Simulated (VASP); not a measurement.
# Hf7PO16 (a cell with a defect) in VASP: electric field gradients with PBE

Aim: the electric field gradients of Hf7PO16 (a cell with a defect) with PBE.

Everything below comes from runs of VASP 6.6.1. Logs are shortened: lines on timing, memory, paths and dates and some standing lists are left out, and cuts for length are marked.

## 1. The cell of the first run

The cell holds a defect, 24 atoms: a = 7.234 Å, b = 7.234 Å, c = 7.234 Å, α = 60.00°, β = 60.00°, γ = 60.00°.

## 2. Electric field gradients, PBE, collinear spin, ferromagnetic start

Contents of INCAR:

```
ALGO = Normal
EDIFF = 1E-8
ENCUT = 520
GGA = PE
ISIF = 2
ISMEAR = -1
ISPIN = 2
LASPH = True
LCHARG = False
LEFG = True
LMAXMIX = 4
LORBIT = 11
LREAL = Auto
LWAVE = False
MAGMOM = 1 0 0 0 0 0 0 0 0 0 0 0 0 0 0 0 0 0 0 0 0 0 0 0
NBANDS = 108
NELM = 150
PREC = Accurate
SIGMA = 0.01
```

Contents of KPOINTS:

```
k-points
0
Gamma
  3 3 3
```

Contents of POSCAR:

```
Hf7PO16
1.0
    0.0000000000      5.1150000000      5.1150000000
    5.1150000000      0.0000000000      5.1150000000
    5.1150000000      5.1150000000      0.0000000000
P Hf O
1 7 16
Direct
    0.0000000000      0.0000000000      0.0000000000
    0.0000000000      0.0000000000      0.5000000000
    0.0000000000      0.5000000000      0.0000000000
    0.0000000000      0.5000000000      0.5000000000
    0.5000000000      0.0000000000      0.0000000000
    0.5000000000      0.0000000000      0.5000000000
    0.5000000000      0.5000000000      0.0000000000
    0.5000000000      0.5000000000      0.5000000000
    0.1250000000      0.1250000000      0.1250000000
    0.1250000000      0.1250000000      0.6250000000
    0.1250000000      0.6250000000      0.1250000000
    0.1250000000      0.6250000000      0.6250000000
    0.6250000000      0.1250000000      0.1250000000
    0.6250000000      0.1250000000      0.6250000000
    0.6250000000      0.6250000000      0.1250000000
    0.6250000000      0.6250000000      0.6250000000
    0.3750000000      0.3750000000      0.3750000000
    0.3750000000      0.3750000000      0.8750000000
    0.3750000000      0.8750000000      0.3750000000
    0.3750000000      0.8750000000      0.8750000000
    0.8750000000      0.3750000000      0.3750000000
    0.8750000000      0.3750000000      0.8750000000
    0.8750000000      0.8750000000      0.3750000000
    0.8750000000      0.8750000000      0.8750000000
```

Potentials or basis: VASP PAW PBE potentials, release 64 (P, Hf_pv, O).

Command:

```console
cat potpaw_PBE.64/P/POTCAR potpaw_PBE.64/Hf_pv/POTCAR potpaw_PBE.64/O/POTCAR > POTCAR
mpirun -np 1 vasp_std > vasp.out
```

OUTCAR:

```text
EDIFF = 1E-8
   ENCUT = 520
   GGA = PE
   ISIF = 2
   ISMEAR = -1
   ISPIN = 2
   LASPH = True
   LORBIT = 11
   LREAL = Auto
   NELM = 150
   PREC = Accurate

 ion  position               nearest neighbor table
   1  0.000  0.000  0.000-   9 2.21  10 2.21  11 2.21  13 2.21  20 2.21  22 2.21  23 2.21  24 2.21

   2  0.000  0.000  0.500-   9 2.21  10 2.21  12 2.21  14 2.21  19 2.21  21 2.21  23 2.21  24 2.21
                             4 3.62   6 3.62   3 3.62   5 3.62   3 3.62   4 3.62   8 3.62   5 3.62
   3  0.000  0.500  0.000-   9 2.21  11 2.21  12 2.21  15 2.21  18 2.21  21 2.21  22 2.21  24 2.21
                             4 3.62   7 3.62   2 3.62   4 3.62   8 3.62   2 3.62   5 3.62   5 3.62
   4  0.000  0.500  0.500-  10 2.21  11 2.21  12 2.21  16 2.21  17 2.21  21 2.21  22 2.21  23 2.21
                             8 3.62   2 3.62   3 3.62   3 3.62   7 3.62   2 3.62   6 3.62   6 3.62
   5  0.500  0.000  0.000-   9 2.21  13 2.21  14 2.21  15 2.21  18 2.21  19 2.21  20 2.21  24 2.21
                             6 3.62   7 3.62   2 3.62   6 3.62   8 3.62   3 3.62   7 3.62   8 3.62
   6  0.500  0.000  0.500-  10 2.21  13 2.21  14 2.21  16 2.21  17 2.21  19 2.21  20 2.21  23 2.21
                             8 3.62   2 3.62   5 3.62   5 3.62   7 3.62   4 3.62   7 3.62   8 3.62
   7  0.500  0.500  0.000-  11 2.21  13 2.21  15 2.21  16 2.21  17 2.21  18 2.21  20 2.21  22 2.21
                             8 3.62   3 3.62   5 3.62   4 3.62   6 3.62   8 3.62   5 3.62   6 3.62
   8  0.500  0.500  0.500-  12 2.21  14 2.21  15 2.21  16 2.21  17 2.21  18 2.21  19 2.21  21 2.21
                             7 3.62   4 3.62   6 3.62   3 3.62   5 3.62   7 3.62   2 3.62   5 3.62
   9  0.125  0.125  0.125-   1 2.21   2 2.21   3 2.21   5 2.21
  10  0.125  0.125  0.625-   1 2.21   2 2.21   4 2.21   6 2.21
  11  0.125  0.625  0.125-   1 2.21   3 2.21   4 2.21   7 2.21
  12  0.125  0.625  0.625-   2 2.21   3 2.21   4 2.21   8 2.21
  13  0.625  0.125  0.125-   1 2.21   5 2.21   6 2.21   7 2.21
  14  0.625  0.125  0.625-   2 2.21   5 2.21   6 2.21   8 2.21
[... 8 lines left out ...]
  23  0.875  0.875  0.375-   1 2.21   2 2.21   4 2.21   6 2.21
  24  0.875  0.875  0.875-   1 2.21   2 2.21   3 2.21   5 2.21

  LATTYP: Found a face centered cubic cell.
 ALAT       =    10.2300000000

  Lattice vectors:

 A1 = (   0.0000000000,   5.1150000000,   5.1150000000)
 A2 = (   5.1150000000,   0.0000000000,   5.1150000000)
 A3 = (   5.1150000000,   5.1150000000,   0.0000000000)

Analysis of symmetry for initial positions (statically):
=====================================================================
 Subroutine PRICEL returns:
 Original cell was already a primitive cell.

 Routine SETGRP: Setting up the symmetry group for a
 face centered cubic supercell.

 Subroutine GETGRP returns: Found 48 space group operations
[... 9 lines left out ...]

 Routine SETGRP: Setting up the symmetry group for a
 face centered cubic supercell.

 Subroutine GETGRP returns: Found 48 space group operations
 (whereof 48 operations were pure point group operations)
 out of a pool of 48 trial point group operations.

The dynamic configuration has the point symmetry O_h .

Analysis of structural, dynamic, and magnetic symmetry:
=====================================================================
 Subroutine PRICEL returns:
 Original cell was already a primitive cell.

 Routine SETGRP: Setting up the symmetry group for a
 face centered cubic supercell.

 Subroutine GETGRP returns: Found 48 space group operations
 (whereof 48 operations were pure point group operations)
 out of a pool of 48 trial point group operations.

The overall configuration has the point symmetry O_h .

 Subroutine INISYM returns: Found 48 space group operations
[... 5 lines left out ...]
                                     Primitive cell

  volume of cell :     267.6498

  direct lattice vectors                    reciprocal lattice vectors
     0.000000000  5.115000000  5.115000000    -0.097751711  0.097751711  0.097751711
     5.115000000  0.000000000  5.115000000     0.097751711 -0.097751711  0.097751711
     5.115000000  5.115000000  0.000000000     0.097751711  0.097751711 -0.097751711

  length of vectors
     7.233702372  7.233702372  7.233702372     0.169310929  0.169310929  0.169310929

  position of ions in fractional coordinates (direct lattice)
     0.000000000  0.000000000  0.000000000
[... 148 lines left out ...]

  energy without entropy =     -226.83671072  energy(sigma->0) =     -226.83874440

 E-fermi :   4.2022     XC(G=0): -11.5894

 val. band max:        4.1979755100   @ k =   0.0000   0.0000   0.0000
 cond. band min:       4.2024171626   @ k =  -0.3333   0.3333   0.0000
 fundamental gap:      0.0044416526
 Fermi energy:         4.2021777625

 spin component 1

 k-point     1 :       0.0000    0.0000    0.0000
  band No.  band energies     occupation
      1     -26.1719      1.00000
      2     -26.1719      1.00000
      3     -26.1719      1.00000
      4     -26.1008      1.00000
      5     -25.9863      1.00000
      6     -25.9863      1.00000
[... 389 lines left out ...]
     96       8.7542      0.00000
     97       8.8409      0.00000
 Fermi energy:         4.2021777625

 spin component 2

 k-point     1 :       0.0000    0.0000    0.0000
  band No.  band energies     occupation
      1     -26.1709      1.00000
      2     -26.1709      1.00000
      3     -26.1709      1.00000
      4     -26.0980      1.00000
      5     -25.9851      1.00000
      6     -25.9851      1.00000
[... 389 lines left out ...]
     96       8.7587      0.00000
     97       8.8592      0.00000
 [bands above 97 left out]

------------------------ aborting loop because EDIFF is reached ----------------------------------------

  FORCE on cell =-STRESS in cart. coord.  units (eV):
  Direction    XX          YY          ZZ          XY          YZ          ZX
  --------------------------------------------------------------------------------------
  -------------------------------------------------------------------------------------
  Total      -13.5398153    -13.5398153    -13.5398153     -0.0000000      0.0000000     -0.0000000
  in kB      -81.0506333    -81.0506333    -81.0506333     -0.0000000      0.0000000     -0.0000000
  external PRESSURE =     -81.0506333 kB  Pullay stress =       0.0000000 kB

 VOLUME and BASIS-vectors are now :
 -----------------------------------------------------------------------------
  energy-cutoff  :      520.00
  volume of cell :      267.65
      direct lattice vectors                 reciprocal lattice vectors
     0.000000000  5.115000000  5.115000000    -0.097751711  0.097751711  0.097751711
     5.115000000  0.000000000  5.115000000     0.097751711 -0.097751711  0.097751711
     5.115000000  5.115000000  0.000000000     0.097751711  0.097751711 -0.097751711

 POSITION                                       TOTAL-FORCE (eV/Angst)
 -----------------------------------------------------------------------------------
      0.00000      0.00000      0.00000         0.000000      0.000000     -0.000000
      2.55750      2.55750      0.00000         0.000000      0.000000      0.000000
      2.55750      0.00000      2.55750         0.000000      0.000000      0.000000
      5.11500      2.55750      2.55750        -0.000000     -0.000000      0.000000
      0.00000      2.55750      2.55750         0.000000      0.000000     -0.000000
      2.55750      5.11500      2.55750        -0.000000     -0.000000     -0.000000
[... 16 lines left out ...]
      6.39375      6.39375      8.95125        -0.199798     -0.199798      0.199798
      8.95125      8.95125      8.95125         0.199798      0.199798      0.199798
 -----------------------------------------------------------------------------------
    total drift:                                0.000000      0.000000      0.000000

  FREE ENERGIE OF THE ION-ELECTRON SYSTEM (eV)
  ---------------------------------------------------
  free  energy   TOTEN  =      -226.8407780771 eV

  energy  without entropy=     -226.8367107223  energy(sigma->0) =     -226.83874440

 Electric field gradients (V/A^2)
---------------------------------------------------------------------
 ion       V_xx      V_yy      V_zz      V_xy      V_xz      V_yz
---------------------------------------------------------------------
   1      -0.000    -0.000     0.000    -0.000    -0.000    -0.000
   2      -5.102    -5.102    10.203   -20.474    -0.001    -0.001
   3      -5.102    10.203    -5.102    -0.001   -20.474    -0.001
   4      10.203    -5.101    -5.101    -0.000    -0.000    20.473
   5      10.203    -5.102    -5.102    -0.001    -0.001   -20.474
   6      -5.101    10.203    -5.101    -0.000    20.473    -0.000
[... 16 lines left out ...]
  23      -0.000    -0.000     0.000    29.090   -29.086   -29.086
  24       0.000    -0.000    -0.000    29.090    29.090    29.090
---------------------------------------------------------------------

 Electric field gradients after diagonalization (V/A^2)
 (convention: |V_zz| > |V_xx| > |V_yy|)
----------------------------------------------------------------------
 ion       V_xx      V_yy      V_zz     asymmetry (V_yy - V_xx)/ V_zz
----------------------------------------------------------------------
   1       0.000     0.000    -0.000       0.000
   2      15.372    10.203   -25.575       0.202
   3      15.372    10.203   -25.575       0.202
   4      15.372    10.203   -25.575       0.202
   5      15.372    10.203   -25.575       0.202
   6      15.372    10.203   -25.575       0.202
[... 16 lines left out ...]
  23     -29.090   -29.084    58.174       0.000
  24     -29.090   -29.090    58.180       0.000
----------------------------------------------------------------------

           NMR quadrupolar parameters

 Cq : quadrupolar parameter    Cq=e*Q*V_zz/h
 eta: asymmetry parameters     (V_yy - V_xx)/ V_zz
 Q  : nuclear electric quadrupole moment in mb (millibarn)
----------------------------------------------------------------------
 ion       Cq(MHz)       eta       Q (mb)
----------------------------------------------------------------------
   1      -0.000       0.000       1.000
   2      -0.062       0.202       1.000
   3      -0.062       0.202       1.000
   4      -0.062       0.202       1.000
   5      -0.062       0.202       1.000
   6      -0.062       0.202       1.000
[... 16 lines left out ...]
  23       0.141       0.000       1.000
  24       0.141       0.000       1.000
----------------------------------------------------------------------

 total charge

# of ion       s       p       d       tot
------------------------------------------
    1        1.169   0.807   0.000   1.976
    2        0.287   6.544   1.325   8.157
    3        0.287   6.544   1.325   8.157
    4        0.287   6.544   1.325   8.157
    5        0.287   6.544   1.325   8.157
    6        0.287   6.544   1.325   8.157
[... 16 lines left out ...]
   23        1.569   3.470   0.000   5.039
   24        1.569   3.470   0.000   5.039
--------------------------------------------------
tot         28.218 102.619   9.278 140.115

 magnetization (x)

# of ion       s       p       d       tot
------------------------------------------
    1        0.081   0.003   0.000   0.083
    2       -0.000  -0.001   0.001   0.000
    3       -0.000  -0.001   0.001   0.000
    4       -0.000  -0.001   0.001   0.000
    5       -0.000  -0.001   0.001   0.000
    6       -0.000  -0.001   0.001   0.000
[... 16 lines left out ...]
   23        0.001   0.030   0.000   0.030
   24        0.001   0.030   0.000   0.030
--------------------------------------------------
tot          0.087   0.333   0.005   0.425
```

Wall time 8.3 min (1 thread of Intel Xeon Platinum 8488C (Sapphire Rapids), shared host); peak memory 0.58 GiB.

What came out:

```yaml
Free_energy: -226.8408 eV
Pressure: -8.1 GPa
Largest_force: 0.346 eV/Å
Net_moment: 0.51 μB per cell
Site_moments: P +0.08; Hf +0.00, +0.01; O +0.03, +0.01 μB
Valence_electrons_inside_the_program's_atomic_spheres: P 1.98; Hf 8.16, 8.14; O 5.04, 5.09
```

Forces in eV/Å, atoms in the order of the input:
```
P    0.000  0.000  0.000
Hf   0.000  0.000  0.000
Hf   0.000  0.000  0.000
Hf   0.000  0.000  0.000
Hf   0.000  0.000  0.000
Hf   0.000  0.000  0.000
Hf   0.000  0.000  0.000
Hf   0.000  0.000  0.000
O   -0.200 -0.200 -0.200
O    0.200  0.200 -0.200
O    0.200 -0.200  0.200
O    0.045 -0.045 -0.045
O   -0.200  0.200  0.200
O   -0.045  0.045 -0.045
O   -0.045 -0.045  0.045
O    0.045  0.045  0.045
O   -0.045 -0.045 -0.045
O    0.045  0.045 -0.045
O    0.045 -0.045  0.045
O    0.200 -0.200 -0.200
O   -0.045  0.045  0.045
O   -0.200  0.200 -0.200
O   -0.200 -0.200  0.200
O    0.200  0.200  0.200
```

Levels at points of the mesh, in eV from the Fermi level:
Spin up:
```tsv
k point	band 83	band 84	band 85	band 86	band 87	band 88	band 89	band 90
(0.00, 0.00, 0.00)	-0.51	-0.13	-0.13	-0.09	3.72	3.72	3.82	3.82
```
Spin down:
```tsv
k point	band 82	band 83	band 84	band 85	band 86	band 87	band 88	band 89
(0.00, 0.00, 0.00)	-0.75	-0.41	-0.11	-0.11	0.00	3.72	3.72	3.83
```

Electric field gradients, principal values (V/Å²):
| atom | least | middle | greatest (by size) |
| --- | --- | --- | --- |
| 1 P | 0.000 | 0.000 | 0.000 |
| 2 Hf | 10.203 | 15.372 | -25.575 |
| 3 Hf | 10.203 | 15.372 | -25.575 |
| 4 Hf | 10.203 | 15.372 | -25.575 |
| 5 Hf | 10.203 | 15.372 | -25.575 |
| 6 Hf | 10.203 | 15.372 | -25.575 |
| 7 Hf | 10.203 | 15.372 | -25.575 |
| 8 Hf | 0.000 | 0.000 | -0.001 |
| 9 O | -29.090 | -29.090 | 58.180 |
| 10 O | -29.084 | -29.090 | 58.174 |
| 11 O | -29.084 | -29.090 | 58.174 |
| 12 O | -4.638 | -4.644 | 9.281 |
| 13 O | -29.084 | -29.090 | 58.174 |
| 14 O | -4.638 | -4.644 | 9.281 |
| 15 O | -4.638 | -4.644 | 9.281 |
| 16 O | -4.644 | -4.644 | 9.287 |
| 17 O | -4.644 | -4.644 | 9.287 |
| 18 O | -4.638 | -4.644 | 9.281 |
| 19 O | -4.638 | -4.644 | 9.281 |
| 20 O | -29.084 | -29.090 | 58.174 |
| 21 O | -4.638 | -4.644 | 9.281 |
| 22 O | -29.084 | -29.090 | 58.174 |
| 23 O | -29.084 | -29.090 | 58.174 |
| 24 O | -29.090 | -29.090 | 58.180 |

Caveat: without QUAD_EFG the Cq values of the log hold for a quadrupole moment of 1 mb, not for the nuclei; spin-orbit coupling is left out, which moves the levels of the heavy elements.
